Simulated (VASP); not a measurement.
# Pt (Im-3m) in VASP: single point with BLYP

Aim: the single point of Pt with BLYP.

All numbers are computed with VASP 6.6.1; they aren't measurements. Logs are shortened: lines on timing, memory, paths and dates and some standing lists are left out, and cuts for length are marked.

**1. The cell of the first run**

It takes space group Im-3m (No. 229, cubic). The conventional cell has a = 3.168 Å, b = 3.168 Å, c = 3.168 Å, α = 90.00°, β = 90.00°, γ = 90.00°. Pt (site symmetry m-3m) has 14 Pt at 2.74 to 3.17 Å within 3.6 Å.

This isn't the form of Pt at room conditions, which is fcc.

**2. Single point, BLYP**

Contents of INCAR:

```
SYSTEM = Pt
PREC     = Accurate       ! precision mode
ENCUT    = 500            ! plane-wave cutoff, eV
EDIFF    = 1E-6           ! SCF threshold, eV
ISMEAR   = -1             ! smearing method
SIGMA    = 0.1            ! smearing width, eV
LREAL    = .False.        ! projectors in reciprocal space
LASPH    = .True.         ! aspherical terms in the spheres
NELM     = 120            ! most SCF steps
ALGO     = Normal         ! electronic algorithm
ISIF     = 2              ! what is computed and relaxed
LWAVE    = .False.        ! write WAVECAR
LCHARG   = .True.         ! write CHGCAR
GGA      = B5             ! functional
ALDAX    = 1.0          
AGGAX    = 1.0          
AGGAC    = 1.0          
ALDAC    = 0.0          
LELF     = .True.         ! ELF
LVHAR    = .True.       
NBANDS   = 11             ! bands
GGA_COMPAT= .False.
```

Contents of KPOINTS:

```
Automatic mesh
0
Gamma
  12 12 12
  0 0 0
```

Contents of POSCAR:

```
Pt
1.0
   -1.5842200000      1.5842200000      1.5842200000
    1.5842200000     -1.5842200000      1.5842200000
    1.5842200000      1.5842200000     -1.5842200000
Pt
1
Direct
    0.0000000000      0.0000000000      0.0000000000
```

Potentials or basis: VASP PAW PBE potentials, release 64 (Pt).

Started as:

```console
$ cat potpaw_PBE.64/Pt/POTCAR > POTCAR
$ mpirun -np 1 vasp_std > vasp.out
```

OUTCAR:

```text
SYSTEM = Pt
   PREC = Accurate
   ENCUT = 500
   EDIFF = 1E-6
   ISMEAR = -1
   LREAL = .False.
   LASPH = .True.
   NELM = 120
   ISIF = 2
   GGA = B5

 ion  position               nearest neighbor table
   1  0.000  0.000  0.000-

  LATTYP: Found a body centered cubic cell.
 ALAT       =     3.1684400000

  Lattice vectors:

 A1 = (  -1.5842200000,   1.5842200000,   1.5842200000)
 A2 = (   1.5842200000,  -1.5842200000,   1.5842200000)
 A3 = (   1.5842200000,   1.5842200000,  -1.5842200000)

Analysis of symmetry for initial positions (statically):
=====================================================================
 Subroutine PRICEL returns:
 Original cell was already a primitive cell.

 Routine SETGRP: Setting up the symmetry group for a
 body centered cubic supercell.

 Subroutine GETGRP returns: Found 48 space group operations
 (whereof 48 operations were pure point group operations)
 out of a pool of 48 trial point group operations.

The static configuration has the point symmetry O_h .

Analysis of symmetry for dynamics (positions and initial velocities):
=====================================================================
 Subroutine PRICEL returns:
 Original cell was already a primitive cell.

 Routine SETGRP: Setting up the symmetry group for a
 body centered cubic supercell.

 Subroutine GETGRP returns: Found 48 space group operations
 (whereof 48 operations were pure point group operations)
 out of a pool of 48 trial point group operations.

The dynamic configuration has the point symmetry O_h .

 Subroutine INISYM returns: Found 48 space group operations
 (whereof 48 operations are pure point group operations),
 and found     1 'primitive' translations

----------------------------------------------------------------------------------------

                                     Primitive cell

  volume of cell :      15.9040

  direct lattice vectors                    reciprocal lattice vectors
    -1.584220000  1.584220000  1.584220000     0.000000000  0.315612731  0.315612731
     1.584220000 -1.584220000  1.584220000     0.315612731  0.000000000  0.315612731
     1.584220000  1.584220000 -1.584220000     0.315612731  0.315612731  0.000000000

  length of vectors
     2.743949530  2.743949530  2.743949530     0.446343804  0.446343804  0.446343804

  position of ions in fractional coordinates (direct lattice)
     0.000000000  0.000000000  0.000000000

  ion indices of the primitive-cell ions
   primitive index   ion index
                 1           1

----------------------------------------------------------------------------------------

 KPOINTS: Automatic mesh

Automatic generation of k-mesh.
 Grid dimensions read from file:
 generate k-points for:   12   12   12

 Generating k-lattice:

  Cartesian coordinates                     Fractional coordinates (reciprocal lattice)
     0.000000000  0.026301061  0.026301061     0.083333333  0.000000000  0.000000000
     0.026301061  0.000000000  0.026301061     0.000000000  0.083333333  0.000000000
     0.026301061  0.026301061  0.000000000     0.000000000  0.000000000  0.083333333

  Length of vectors
     0.037195317  0.037195317  0.037195317

  Shift w.r.t. Gamma in fractional coordinates (k-lattice)
     0.000000000  0.000000000  0.000000000

 Subroutine IBZKPT returns following result:
 ===========================================

 Found     72 irreducible k-points:

 Following reciprocal coordinates:
            Coordinates               Weight
  0.000000  0.000000  0.000000      1.000000
  0.083333  0.000000  0.000000     12.000000
  0.166667  0.000000  0.000000     12.000000
  0.250000  0.000000  0.000000     12.000000
  0.333333  0.000000  0.000000     12.000000
  0.416667  0.000000  0.000000     12.000000
[... 16 lines left out ...]
  0.333333  0.083333  0.083333     24.000000
  0.416667  0.083333  0.083333     12.000000
 [... further k-points ...]
   k-points           NKPTS =     72   k-points in BZ     NKDIM =     72   number of bands    NBANDS=     11
   number of dos      NEDOS =    301   number of ions     NIONS =      1
   total plane-waves  NPLWV =   8000
   dimension x,y,z NGX =    20 NGY =   20 NGZ =   20
   dimension x,y,z NGXF=    40 NGYF=   40 NGZF=   40
   ions per type =               1
   NGX,Y,Z   is equivalent  to a cutoff of  12.12, 12.12, 12.12 a.u.
   NGXF,Y,Z  is equivalent  to a cutoff of  24.23, 24.23, 24.23 a.u.
 SYSTEM =  Pt
   PREC   = accura    normal or accurate (medium, high low for compatibility)
   ISTART =      0    job   : 0-new  1-cont  2-samecut
   ICHARG =      2    charge: 1-file 2-atom 10-const
   ISPIN  =      1    spin polarized calculation?
   LNONCOLLINEAR =      F non collinear calculations
   LSORBIT =      F    spin-orbit coupling
   LASPH  =      T    aspherical Exc in radial PAW
   ENCUT  =  500.0 eV  36.75 Ry    6.06 a.u.   5.00  5.00  5.00*2*pi/ulx,y,z
   NELM   =    120;   NELMIN=  2; NELMDL= -5     # of ELM steps
   EDIFF  = 0.1E-05   stopping-criterion for ELM
   LREAL  =      F    real-space projection
   EDIFFG = 0.1E-04   stopping-criterion for IOM
   NSW    =      0    number of steps for IOM
   IBRION =     -1    ionic relax: 0-MD 1-quasi-New 2-CG
   NFREE  =      0    steps in history (QN), initial steepest desc. (CG)
   ISIF   =      2    stress and relaxation
   ISYM   =      2    0-nonsym 1-usesym 2-fastsym
   POTIM  = 0.5000    time-step for ionic-motion
   TEBEG  =    0.0;   TEEND  =   0.0 temperature during run
   PSTRESS=    0.0 pullay stress
   NELECT =      10.0000    total number of electrons
   NUPDOWN=      -1.0000    fix difference up-down
   EMIN   =  10.00;   EMAX   =-10.00  energy-range for DOS
   EFERMI =   0.00;   METHOD = LEGACY
   ISMEAR =    -1;   SIGMA  =   0.10  broadening in eV -4-tet -1-fermi 0-gaus
   EFERMI_NEDOS =   21; number of points for ismear=-14 and -15
   IALGO  =     38    algorithm
   IMIX   =      4    mixing-type and parameters
     AMIX     =   0.40;   BMIX     =  1.00
     AMIX_MAG =   1.60;   BMIX_MAG =  1.00
  volume/ion in A,a.u.               =      15.90       107.33
  Fermi-wavevector in a.u.,A,eV,Ry     =   1.402510  2.650360 26.763132  1.967035
  Thomas-Fermi vector in A             =   2.525265
   LORBIT       =      0    0 simple, 1 ext, 2 COOP (PROOUT), +10 PAW based schemes
   GGA     = B5    functional components
   LHFCALC =     F    Hartree Fock is set to
   AEXX    =    0.0000 exact exchange contribution
   IVDW    =     0    specifies the selected vdW correction
   LEPSILON=     F    determine dielectric tensor
   LRPA    =     F    only Hartree local field effects (RPA)
 non-spin polarized calculation
  energy-cutoff  :      500.00
  volume of cell :       15.90
 maximum number of plane-waves:       420
   NGX =  9   NGY =  9   NGZ =  9

 number of electron      10.0000000 magnetization

 Free energy of the ion-electron system (eV)
  ---------------------------------------------------
  ext. energy  EPLUGINS =         0.00000000
  ---------------------------------------------------
  free energy    TOTEN  =        -4.91683668 eV

  energy without entropy =       -4.88838539  energy(sigma->0) =       -4.90261103

 E-fermi :  10.6498     XC(G=0): -12.4822

 val. band max:       10.6398440699   @ k =  -0.4167  -0.4167   0.1667
 cond. band min:      10.6681837784   @ k =  -0.4167  -0.4167   0.0833
 fundamental gap:      0.0283397085
 Fermi energy:        10.6498224452

 k-point     1 :       0.0000    0.0000    0.0000
  band No.  band energies     occupation
      1       1.3852      2.00000
      2       7.1993      2.00000
      3       7.1993      2.00000
      4       7.1993      2.00000
      5       9.6663      1.99989
      6       9.6664      1.99989
      7      28.0282      0.00000
      8      28.0282      0.00000
      9      28.0282      0.00000
     10      37.9282      0.00000
     11      37.9624      0.00000

 k-point     2 :       0.0833    0.0000    0.0000
  band No.  band energies     occupation
      1       1.6654      2.00000
      2       7.0929      2.00000
      3       7.2010      2.00000
      4       7.4235      2.00000
      5       9.5337      1.99997
      6       9.6740      1.99988
      7      28.1452      0.00000
      8      28.2268      0.00000
      9      28.4388      0.00000
     10      35.1095      0.00000
     11      35.4698      0.00000

 k-point     3 :       0.1667    0.0000    0.0000
  band No.  band energies     occupation
      1       2.4459      2.00000
      2       6.8139      2.00000
      3       7.1887      2.00000
      4       8.0726      2.00000
      5       9.3007      2.00000
      6       9.7036      1.99984
      7      27.8708      0.00000
      8      28.0369      0.00000
      9      29.6077      0.00000
     10      33.2204      0.00000
     11      33.4974      0.00000

 k-point     4 :       0.2500    0.0000    0.0000
  band No.  band energies     occupation
      1       3.4655      2.00000
      2       6.4567      2.00000
      3       7.2990      2.00000
      4       9.0666      2.00000
      5       9.2434      2.00000
      6       9.7656      1.99971
      7      25.2813      0.00000
      8      26.9530      0.00000
      9      31.3588      0.00000
     10      32.1671      0.00000
     11      33.2941      0.00000
[... 239 lines left out ...]
 k-point    22 :       0.2500    0.0833    0.0833
  band No.  band energies     occupation
      1       4.6551      2.00000
      2       6.0857      2.00000
      3       7.1862      2.00000
      4       9.4850      1.99998
      5       9.8534      1.99931
      6      11.5260      0.00031
      7      21.6061      0.00000
      8      25.3147      0.00000
      9      26.3560      0.00000
     10      32.2101      0.00000
     11      37.1935      0.00000

 k-point    23 :       0.3333    0.0833    0.0833
  band No.  band energies     occupation
      1       4.7257      2.00000
      2       5.8882      2.00000
      3       8.4579      2.00000
      4       9.5941      1.99995
      5       9.9534      1.99811
      6      13.0813      0.00000
      7      18.3658      0.00000
      8      24.3861      0.00000
      9      25.1769      0.00000
     10      34.0544      0.00000
     11      35.8625      0.00000

 k-point    24 :       0.4167    0.0833    0.0833
  band No.  band energies     occupation
      1       4.6864      2.00000
      2       5.8200      2.00000
      3       9.2081      2.00000
      4       9.6138      1.99994
      5       9.9895      1.99729
      6      14.1735      0.00000
      7      16.5669      0.00000
      8      24.0562      0.00000
      9      24.6590      0.00000
     10      34.9590      0.00000
     11      35.3423      0.00000

 [... further k-points ...]
[... 5 lines left out ...]
  --------------------------------------------------------------------------------------
  -------------------------------------------------------------------------------------
  Total        1.3747878      1.3747878      1.3747878     -0.0000000     -0.0000000      0.0000000
  in kB      138.4968172    138.4968172    138.4968172     -0.0000000     -0.0000000      0.0000000
  external PRESSURE =     138.4968172 kB  Pullay stress =       0.0000000 kB

 VOLUME and BASIS-vectors are now :
 -----------------------------------------------------------------------------
  energy-cutoff  :      500.00
  volume of cell :       15.90
      direct lattice vectors                 reciprocal lattice vectors
    -1.584220000  1.584220000  1.584220000     0.000000000  0.315612731  0.315612731
     1.584220000 -1.584220000  1.584220000     0.315612731  0.000000000  0.315612731
     1.584220000  1.584220000 -1.584220000     0.315612731  0.315612731  0.000000000

 POSITION                                       TOTAL-FORCE (eV/Angst)
 -----------------------------------------------------------------------------------
      0.00000      0.00000      0.00000         0.000000     -0.000000      0.000000
 -----------------------------------------------------------------------------------
    total drift:                                0.000000     -0.000000      0.000000

  FREE ENERGIE OF THE ION-ELECTRON SYSTEM (eV)
  ---------------------------------------------------
  free  energy   TOTEN  =        -4.9168366767 eV

  energy  without entropy=       -4.8883853859  energy(sigma->0) =       -4.90261103
```

Wall time 10 s (1 thread of Intel Xeon Platinum 8488C (Sapphire Rapids), shared host); peak memory 0.13 GiB.

What came out:

```
Free energy            : -4.9168 eV
Pressure               : 13.8 GPa
Band gap on the k mesh : zero (bands 5 and 6 overlap by 2.15 eV)
```

Caveat: the cell stands under pressure; the PAW data sets were made with another functional, which shifts forces and pressure a little; spin-orbit coupling is left out, which moves the levels of the heavy elements.
